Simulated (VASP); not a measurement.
Wanted: the native input for a VASP 6.6.1 run.

| Property | Result |
| --- | --- |
| Task | single point |
| Functional | RPBE |
| Potentials or basis | VASP PAW PBE potentials, release 64 (Na_pv) |
| Cutoff | 520 eV |
| k mesh | 9 × 9 × 9 |
| Occupations | fermi-dirac, width 0.1 eV |
| Spin | no spin polarisation |
| Dipole correction | no |
| Further INCAR settings | ALGO = Normal; EDIFF = 1e-06; NBANDS = 10 |

The structure of Na lies in POSCAR:

```
Na
1.0
    3.4889832441      0.0000000000      0.0000000000
    0.0000000000      3.4889832441      0.0000000000
    0.0000000000      0.0000000000      3.4889832441
Na
1
Direct
    0.0000000000      0.0000000000      0.0000000000
```

The input as run:

INCAR

```
PREC     = Accurate       # precision mode
ENCUT    = 520            # plane-wave cutoff, eV
EDIFF    = 1E-6           # SCF threshold, eV
ISMEAR   = -1             # smearing method
SIGMA    = 0.1            # smearing width, eV
LREAL    = F              # projectors in reciprocal space
LASPH    = T              # aspherical terms in the spheres
NELM     = 100            # most SCF steps
ALGO     = Normal         # electronic algorithm
ISIF     = 2              # what is computed and relaxed
LWAVE    = F              # write WAVECAR
LCHARG   = F              # write CHGCAR
GGA      = RP             # functional
NBANDS   = 10             # bands
```

KPOINTS

```
regular mesh
0
Gamma
  9 9 9
```

Potentials or basis: VASP PAW PBE potentials, release 64 (Na_pv).

Command:

```console
$ cat potpaw_PBE.64/Na_pv/POTCAR > POTCAR
$ mpirun -np 1 vasp_std > vasp.out
```

It gave:

```yaml
Pressure: 0.1 GPa
```

Caveat: the PAW data sets were made with another functional, which shifts forces and pressure a little.

It took 8.5 s on 1 thread of Intel(R) Xeon(R) Platinum 8488C (Sapphire Rapids), with other jobs on the host, peak memory 0.15 GiB.
